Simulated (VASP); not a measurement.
# PtSe2 (Sudovikovite) (P-3m1) in VASP: a series of runs

Runs on PtSe2 (Sudovikovite). Level: PBE. Tasks: single point.

Everything below comes from runs of VASP 6.6.1. Logs are shortened: lines on timing, memory, paths and dates and some standing lists are left out, and cuts for length are marked.

**1. The cell of the first run**

The structure is trigonal, space group P-3m1 (No. 164). Conventional cell: a = 3.724 Å, b = 3.724 Å, c = 5.062 Å, α = 90.00°, β = 90.00°, γ = 120.00°. Within 3.3 Å of Pt (site symmetry -3m) lie 6 Se at 2.49 Å. Se (site symmetry 3m) has 3 Pt at 2.49 Å within 3.3 Å.

**2. Single point, PBE**

Contents of INCAR:

```
  PREC = Accurate
  ENCUT = 520
  EDIFF = 1E-7
  ISMEAR = 0
  SIGMA = 0.028999999999999998
  LREAL = False
  LASPH = True
  NELM = 60
  ALGO = Normal
  ISIF = 2
  LWAVE = False
  LCHARG = False
  GGA = PE
  NBANDS = 18
```

Contents of KPOINTS:

```
regular mesh
0
Gamma
  8 8 5
```

Contents of POSCAR:

```
PtSe2
1.0
    3.7240000000      0.0000000000      0.0000000000
   -1.8620000000      3.2250786037      0.0000000000
    0.0000000000      0.0000000000      5.0620000000
Pt Se
1 2
Direct
    0.0000000000      0.0000000000      0.0000000000
    0.6666666667      0.3333333333      0.7500000000
    0.3333333333      0.6666666667      0.2500000000
```

Potentials or basis: VASP PAW PBE potentials, release 64 (Pt, Se).

Started as:

```sh
$ cat potpaw_PBE.64/Pt/POTCAR potpaw_PBE.64/Se/POTCAR > POTCAR
$ mpirun -np 1 vasp_std > vasp.out
```

OUTCAR:

```text
PREC = Accurate
   ENCUT = 520
   EDIFF = 1E-7
   ISMEAR = 0
   LREAL = False
   LASPH = True
   NELM = 60
   ISIF = 2
   GGA = PE

 ion  position               nearest neighbor table
   1  0.000  0.000  0.000-   2 2.49   3 2.49   2 2.49   3 2.49   2 2.49   3 2.49
   2  0.667  0.333  0.750-   1 2.49   1 2.49   1 2.49
   3  0.333  0.667  0.250-   1 2.49   1 2.49   1 2.49

  LATTYP: Found a hexagonal cell.
 ALAT       =     3.7240000000
 C/A-ratio  =     1.3592910849

  Lattice vectors:

 A1 = (   3.7240000000,   0.0000000000,   0.0000000000)
 A2 = (  -1.8620000000,   3.2250786037,   0.0000000000)
 A3 = (   0.0000000000,   0.0000000000,   5.0620000000)

Analysis of symmetry for initial positions (statically):
=====================================================================
 Subroutine PRICEL returns:
 Original cell was already a primitive cell.

 Routine SETGRP: Setting up the symmetry group for a
 hexagonal supercell.

 Subroutine GETGRP returns: Found 12 space group operations
 (whereof 12 operations were pure point group operations)
 out of a pool of 24 trial point group operations.

The static configuration has the point symmetry D_3d.

Analysis of symmetry for dynamics (positions and initial velocities):
=====================================================================
 Subroutine PRICEL returns:
 Original cell was already a primitive cell.

 Routine SETGRP: Setting up the symmetry group for a
 hexagonal supercell.

 Subroutine GETGRP returns: Found 12 space group operations
 (whereof 12 operations were pure point group operations)
 out of a pool of 24 trial point group operations.

The dynamic configuration has the point symmetry D_3d.

 Subroutine INISYM returns: Found 12 space group operations
 (whereof 12 operations are pure point group operations),
 and found     1 'primitive' translations

----------------------------------------------------------------------------------------

                                     Primitive cell

  volume of cell :      60.7956

  direct lattice vectors                    reciprocal lattice vectors
     3.724000000  0.000000000  0.000000000     0.268528464  0.155034981  0.000000000
    -1.862000000  3.225078604  0.000000000     0.000000000  0.310069962  0.000000000
     0.000000000  0.000000000  5.062000000     0.000000000  0.000000000  0.197550375

  length of vectors
     3.724000000  3.724000000  5.062000000     0.310069962  0.310069962  0.197550375

  position of ions in fractional coordinates (direct lattice)
     0.000000000  0.000000000  0.000000000
     0.666666667  0.333333333  0.750000000
     0.333333333  0.666666667  0.250000000

  ion indices of the primitive-cell ions
   primitive index   ion index
                 1           1
                 2           2
                 3           3

----------------------------------------------------------------------------------------

 KPOINTS: regular mesh

Automatic generation of k-mesh.
 Grid dimensions read from file:
 generate k-points for:    8    8    5

 Generating k-lattice:

  Cartesian coordinates                     Fractional coordinates (reciprocal lattice)
     0.033566058  0.019379373  0.000000000     0.125000000  0.000000000  0.000000000
     0.000000000  0.038758745  0.000000000     0.000000000  0.125000000  0.000000000
     0.000000000  0.000000000  0.039510075     0.000000000  0.000000000  0.200000000

  Length of vectors
     0.038758745  0.038758745  0.039510075

  Shift w.r.t. Gamma in fractional coordinates (k-lattice)
     0.000000000  0.000000000  0.000000000

 Subroutine IBZKPT returns following result:
 ===========================================

 Found     40 irreducible k-points:

 Following reciprocal coordinates:
            Coordinates               Weight
  0.000000  0.000000  0.000000      1.000000
  0.125000 -0.000000  0.000000      6.000000
  0.250000 -0.000000  0.000000      6.000000
  0.375000  0.000000  0.000000      6.000000
  0.500000 -0.000000  0.000000      3.000000
  0.125000  0.125000  0.000000      6.000000
[... 16 lines left out ...]
 -0.125000  0.500000  0.200000     12.000000
  0.250000  0.250000  0.200000     12.000000
 [... further k-points ...]
   k-points           NKPTS =     40   k-points in BZ     NKDIM =     40   number of bands    NBANDS=     18
   number of dos      NEDOS =    301   number of ions     NIONS =      3
   total plane-waves  NPLWV =  31360
   dimension x,y,z NGX =    28 NGY =   28 NGZ =   40
   dimension x,y,z NGXF=    56 NGYF=   56 NGZF=   80
   ions per type =               1   2
   NGX,Y,Z   is equivalent  to a cutoff of  12.50, 12.50, 13.14 a.u.
   NGXF,Y,Z  is equivalent  to a cutoff of  25.00, 25.00, 26.27 a.u.
 SYSTEM =  unknown system
   PREC   = accura    normal or accurate (medium, high low for compatibility)
   ISTART =      0    job   : 0-new  1-cont  2-samecut
   ICHARG =      2    charge: 1-file 2-atom 10-const
   ISPIN  =      1    spin polarized calculation?
   LNONCOLLINEAR =      F non collinear calculations
   LSORBIT =      F    spin-orbit coupling
   LASPH  =      T    aspherical Exc in radial PAW
   ENCUT  =  520.0 eV  38.22 Ry    6.18 a.u.   6.92  6.92  9.41*2*pi/ulx,y,z
   NELM   =     60;   NELMIN=  2; NELMDL= -5     # of ELM steps
   EDIFF  = 0.1E-06   stopping-criterion for ELM
   LREAL  =      F    real-space projection
   EDIFFG = 0.1E-05   stopping-criterion for IOM
   NSW    =      0    number of steps for IOM
   IBRION =     -1    ionic relax: 0-MD 1-quasi-New 2-CG
   NFREE  =      0    steps in history (QN), initial steepest desc. (CG)
   ISIF   =      2    stress and relaxation
   ISYM   =      2    0-nonsym 1-usesym 2-fastsym
   POTIM  = 0.5000    time-step for ionic-motion
   TEBEG  =    0.0;   TEEND  =   0.0 temperature during run
   PSTRESS=    0.0 pullay stress
   NELECT =      22.0000    total number of electrons
   NUPDOWN=      -1.0000    fix difference up-down
   EMIN   =  10.00;   EMAX   =-10.00  energy-range for DOS
   EFERMI =   0.00;   METHOD = LEGACY
   ISMEAR =     0;   SIGMA  =   0.03  broadening in eV -4-tet -1-fermi 0-gaus
   EFERMI_NEDOS =   21; number of points for ismear=-14 and -15
   IALGO  =     38    algorithm
   IMIX   =      4    mixing-type and parameters
     AMIX     =   0.40;   BMIX     =  1.00
     AMIX_MAG =   1.60;   BMIX_MAG =  1.00
  volume/ion in A,a.u.               =      20.27       136.76
  Fermi-wavevector in a.u.,A,eV,Ry     =   1.166608  2.204570 18.517184  1.360975
  Thomas-Fermi vector in A             =   2.303119
   LORBIT       =      0    0 simple, 1 ext, 2 COOP (PROOUT), +10 PAW based schemes
   GGA     = PE    functional components
   LHFCALC =     F    Hartree Fock is set to
   AEXX    =    0.0000 exact exchange contribution
   IVDW    =     0    specifies the selected vdW correction
   LEPSILON=     F    determine dielectric tensor
   LRPA    =     F    only Hartree local field effects (RPA)
 non-spin polarized calculation
 Gauss-broadening in eV      SIGMA  =   0.03
  energy-cutoff  :      520.00
  volume of cell :       60.80
 maximum number of plane-waves:      1654
   NGX = 13   NGY = 13   NGZ = 19

 number of electron      21.9999999 magnetization

 Free energy of the ion-electron system (eV)
  ---------------------------------------------------
  ext. energy  EPLUGINS =         0.00000000
  ---------------------------------------------------
  free energy    TOTEN  =       -14.18517003 eV

  energy without entropy =      -14.18480967  energy(sigma->0) =      -14.18498985

 E-fermi :   6.6235     XC(G=0): -10.6315

 val. band max:        6.5864784753   @ k =   0.0000   0.1250   0.2000
 cond. band min:       6.6519171309   @ k =   0.3750   0.2500   0.0000
 fundamental gap:      0.0654386555
 Fermi energy:         6.6234584931

 k-point     1 :       0.0000    0.0000    0.0000
  band No.  band energies     occupation
      1      -9.1765      2.00000
      2      -6.3509      2.00000
      3      -0.6625      2.00000
      4       0.0364      2.00000
      5       0.0364      2.00000
      6       2.4920      2.00000
[... 10 lines left out ...]
     17      13.8136      0.00000
     18      18.3487      0.00000

 k-point     2 :       0.1250   -0.0000    0.0000
  band No.  band energies     occupation
      1      -9.0017      2.00000
      2      -6.4294      2.00000
      3      -0.4567      2.00000
      4       0.1484      2.00000
      5       0.1636      2.00000
      6       2.2431      2.00000
[... 10 lines left out ...]
     17      14.3643      0.00000
     18      16.3187      0.00000

 k-point     3 :       0.2500   -0.0000    0.0000
  band No.  band energies     occupation
      1      -8.5193      2.00000
      2      -6.6298      2.00000
      3       0.0395      2.00000
      4       0.4195      2.00000
      5       0.5452      2.00000
      6       1.3050      2.00000
[... 10 lines left out ...]
     17      14.8098      0.00000
     18      14.8788      0.00000

 k-point     4 :       0.3750    0.0000    0.0000
  band No.  band energies     occupation
      1      -7.8709      2.00000
      2      -6.9014      2.00000
      3      -0.3183      2.00000
      4       0.6461      2.00000
      5       0.9080      2.00000
      6       1.4849      2.00000
[... 375 lines left out ...]
      4       0.5040      2.00000
      5       1.3463      2.00000
      6       1.3618      2.00000
[... 10 lines left out ...]
     17      15.5832      0.00000
     18      16.0919      0.00000

 k-point    23 :      -0.1250    0.5000    0.2000
  band No.  band energies     occupation
      1      -7.5288      2.00000
      2      -6.9862      2.00000
      3      -0.7455      2.00000
      4       0.3495      2.00000
      5       0.9139      2.00000
      6       2.0405      2.00000
[... 10 lines left out ...]
     17      15.7984      0.00000
     18      16.4470      0.00000

 k-point    24 :       0.2500    0.2500    0.2000
  band No.  band energies     occupation
      1      -7.5196      2.00000
      2      -7.0108      2.00000
      3      -0.2188      2.00000
      4       0.2580      2.00000
      5       0.7398      2.00000
      6       1.5331      2.00000
[... 10 lines left out ...]
     17      15.0010      0.00000
     18      15.5595      0.00000

 [... further k-points ...]

------------------------ aborting loop because EDIFF is reached ----------------------------------------

  FORCE on cell =-STRESS in cart. coord.  units (eV):
  Direction    XX          YY          ZZ          XY          YZ          ZX
  --------------------------------------------------------------------------------------
  -------------------------------------------------------------------------------------
  Total        2.9942048      2.9942048      2.3335650      0.0000000      0.0000000      0.0000000
  in kB       78.9078057     78.9078057     61.4976273      0.0000000      0.0000000      0.0000000
  external PRESSURE =      73.1044129 kB  Pullay stress =       0.0000000 kB

 VOLUME and BASIS-vectors are now :
 -----------------------------------------------------------------------------
  energy-cutoff  :      520.00
  volume of cell :       60.80
      direct lattice vectors                 reciprocal lattice vectors
     3.724000000  0.000000000  0.000000000     0.268528464  0.155034981  0.000000000
    -1.862000000  3.225078604  0.000000000     0.000000000  0.310069962  0.000000000
     0.000000000  0.000000000  5.062000000     0.000000000  0.000000000  0.197550375

 POSITION                                       TOTAL-FORCE (eV/Angst)
 -----------------------------------------------------------------------------------
      0.00000      0.00000      0.00000         0.000000      0.000000      0.000000
      1.86200      1.07503      3.79650        -0.000000      0.000000     -0.576903
     -0.00000      2.15005      1.26550         0.000000     -0.000000      0.576903
 -----------------------------------------------------------------------------------
    total drift:                               -0.000000     -0.000000     -0.000000

  FREE ENERGIE OF THE ION-ELECTRON SYSTEM (eV)
  ---------------------------------------------------
  free  energy   TOTEN  =       -14.1851700324 eV

  energy  without entropy=      -14.1848096695  energy(sigma->0) =      -14.18498985
```

It took 58 s on 1 thread of Intel Xeon Platinum 8259CL at 2.50GHz (Skylake/Cascade Lake), shared host; peak memory 0.2 GiB.

What came out:

| Quantity | Value |
| --- | --- |
| Free energy | -14.1852 eV |
| Pressure | 7.3 GPa |
| Largest force | 0.577 eV/Å |
| Band gap on the k mesh | zero (band 11 reaches 6.95 eV, above the bottom of band 12 at 6.65 eV) |

Forces in eV/Å, atoms in the order of the input:
```
Pt   0.000  0.000  0.000
Se   0.000  0.000 -0.577
Se   0.000  0.000  0.577
```

Stress tensor (GPa, compression positive):
```
7.89 0.00 0.00
0.00 7.89 0.00
0.00 0.00 6.15
```

Caveat: spin-orbit coupling is left out, which moves the levels of the heavy elements.

**3. Single point, PBE**

Contents of INCAR:

```
SYSTEM = PtSe2
PREC = Accurate ; ENCUT = 520
EDIFF = 1E-6 ; ISMEAR = 0
SIGMA = 0.03 ; LREAL = .FALSE.
LASPH = .TRUE. ; NELM = 80
ALGO = Normal ; ISIF = 2
LWAVE = .FALSE. ; LCHARG = .FALSE.
GGA = PE ; NBANDS = 18
```

Contents of KPOINTS:

```
Automatic mesh
0
G
  8 8 5
  0 0 0
```

POSCAR is that of step 2.

Potentials or basis: VASP PAW PBE potentials, release 64 (Pt, Se).

Started as:

```sh
$ cat potpaw_PBE.64/Pt/POTCAR potpaw_PBE.64/Se/POTCAR > POTCAR
$ mpirun -np 1 vasp_std > vasp.out
```

It took 52 s on 1 thread of Intel Xeon Platinum 8259CL at 2.50GHz (Skylake/Cascade Lake), shared host; peak memory 0.2 GiB.

Results (log left out):

- Free energy: -14.1852 eV
- Pressure: 7.3 GPa
- Largest force: 0.577 eV/Å
- Band gap on the k mesh: zero (band 11 reaches 6.95 eV, above the bottom of band 12 at 6.65 eV)

Forces in eV/Å, atoms in the order of the input:
```
Pt   0.000  0.000  0.000
Se   0.000  0.000 -0.577
Se   0.000  0.000  0.577
```

Stress tensor (GPa, compression positive):
```
7.90 0.00 0.00
0.00 7.90 0.00
0.00 0.00 6.15
```

Levels at points of the mesh, in eV from the Fermi level:
```
           k point  band 9  band 10  band 11  band 12  band 13  band 14
(0.00, 0.00, 0.00)   -1.16    -1.16     0.32     1.38     1.38     3.53
(0.50, 0.00, 0.00)   -3.62    -3.53    -3.07     0.58     2.27     4.69
```

Caveat: spin-orbit coupling is left out, which moves the levels of the heavy elements.
